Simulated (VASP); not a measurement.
# Al3Cu (P4/mmm) in VASP: notebook, part 2 of 2

VASP 6.6.1. Earlier steps stand in the parts before.

## Step 3: Single point, LDA (volume 13.939 Å^3 an atom, c/a of the conventional cell 1.1996)

INCAR reads:

```
SYSTEM = Al3Cu
ALGO = Fast
EDIFF = 1E-6
ENCUT = 520
ISIF = 2
ISMEAR = 0
LASPH = .True.
LCHARG = .False.
LREAL = .False.
LWAVE = .False.
NBANDS = 18
NELM = 100
PREC = Accurate
SIGMA = 0.15
```

KPOINTS reads:

```
k-points
0
Gamma
  12 12 12
  0 0 0
```

POSCAR reads:

```
Al3Cu
1.0
    3.5954372822      0.0000000000      0.0000000000
    0.0000000000      3.5954372822      0.0000000000
    0.0000000000      0.0000000000      4.3130865637
Al Cu
3 1
Direct
    0.0000000000      0.5000000000      0.5000000000
    0.5000000000      0.0000000000      0.5000000000
    0.5000000000      0.5000000000      0.0000000000
    0.0000000000      0.0000000000      0.0000000000
```

Potentials or basis: VASP PAW LDA potentials, release 64 (Al, Cu).

On the command line:

```
$ cat potpaw_LDA.64/Al/POTCAR potpaw_LDA.64/Cu/POTCAR > POTCAR
$ mpirun -np 1 vasp_std > vasp.out
```

OUTCAR:

```text
SYSTEM = Al3Cu
   EDIFF = 1E-6
   ENCUT = 520
   ISIF = 2
   ISMEAR = 0
   LASPH = .True.
   LREAL = .False.
   NELM = 100
   PREC = Accurate

 ion  position               nearest neighbor table
   1  0.000  0.500  0.500-   2 2.54   2 2.54   2 2.54   2 2.54   4 2.81   3 2.81   4 2.81   4 2.81
                             4 2.81   3 2.81   3 2.81   3 2.81
   2  0.500  0.000  0.500-   1 2.54   1 2.54   1 2.54   1 2.54   4 2.81   3 2.81   3 2.81   3 2.81
                             4 2.81   4 2.81   4 2.81   3 2.81
   3  0.500  0.500  0.000-   4 2.54   4 2.54   4 2.54   4 2.54   2 2.81   2 2.81   2 2.81   2 2.81
[... 711 lines left out ...]
  --------------------------------------------------------------------------------------
  -------------------------------------------------------------------------------------
  Total        4.3110843      4.3110843     -2.5874364      0.0000000      0.0000000      0.0000000
  in kB      123.8812251    123.8812251    -74.3513157      0.0000000      0.0000000      0.0000000
  external PRESSURE =      57.8037115 kB  Pullay stress =       0.0000000 kB

 VOLUME and BASIS-vectors are now :
 -----------------------------------------------------------------------------
  energy-cutoff  :      520.00
  volume of cell :       55.76
      direct lattice vectors                 reciprocal lattice vectors
     3.595437282  0.000000000  0.000000000     0.278130286  0.000000000  0.000000000
     0.000000000  3.595437282  0.000000000     0.000000000  0.278130286  0.000000000
     0.000000000  0.000000000  4.313086564     0.000000000  0.000000000  0.231852523

 POSITION                                       TOTAL-FORCE (eV/Angst)
 -----------------------------------------------------------------------------------
      0.00000      1.79772      2.15654         0.000000      0.000000      0.000000
      1.79772      0.00000      2.15654         0.000000      0.000000      0.000000
      1.79772      1.79772      0.00000         0.000000      0.000000      0.000000
      0.00000      0.00000      0.00000         0.000000      0.000000      0.000000
 -----------------------------------------------------------------------------------
    total drift:                               -0.000000     -0.000000     -0.000000

  FREE ENERGIE OF THE ION-ELECTRON SYSTEM (eV)
  ---------------------------------------------------
  free  energy   TOTEN  =       -16.9650773391 eV

  energy  without entropy=      -16.9487695525  energy(sigma->0) =      -16.95692345
```

stdout:

```text
POSCAR found type information on POSCAR AlCu
 POSCAR found :  2 types and       4 ions
 scaLAPACK will be used
 LDA part: xc-table for (Slater(with rela. corr.)+CA(PZ))
 , standard interpolation
 POSCAR, INCAR and KPOINTS ok, starting setup
 FFT: planning ... GRIDC
 FFT: planning ... GRID_SOFT
 FFT: planning ... GRID
 WAVECAR not read
 entering main loop
```

Run time: 78 s. Hardware: 1 thread of Intel Xeon 6975P-C (Granite Rapids), shared host; peak memory 0.28 GiB.

Results:

* Free energy: -16.9651 eV
* Pressure: 5.8 GPa
* Band gap on the k mesh: zero (band 10 reaches 11.09 eV, above the bottom of band 11 at 6.82 eV)

Stress tensor (GPa, compression positive):
```
12.39  0.00  0.00
 0.00 12.39  0.00
 0.00  0.00 -7.44
```

Levels at points of the mesh, in eV from the Fermi level:
```tsv
k point	band 7	band 8	band 9	band 10	band 11	band 12	band 13	band 14
(0.00, 0.00, 0.00)	-3.80	-1.85	-1.38	-1.38	0.96	2.03	5.81	5.81
(0.50, 0.00, 0.00)	-3.52	-1.11	-0.80	-0.52	0.69	1.51	1.65	3.40
(0.50, 0.50, 0.00)	-3.54	-3.40	-3.34	0.46	2.16	2.16	2.22	2.37
(0.00, 0.00, 0.50)	-3.83	0.64	0.64	0.98	0.98	1.25	3.28	3.56
(0.50, 0.00, 0.50)	-3.77	-3.46	-3.27	2.23	3.37	4.35	4.38	4.80
(0.50, 0.50, 0.50)	-3.93	-3.72	-3.54	-2.36	-2.04	-2.04	-1.56	9.75
```
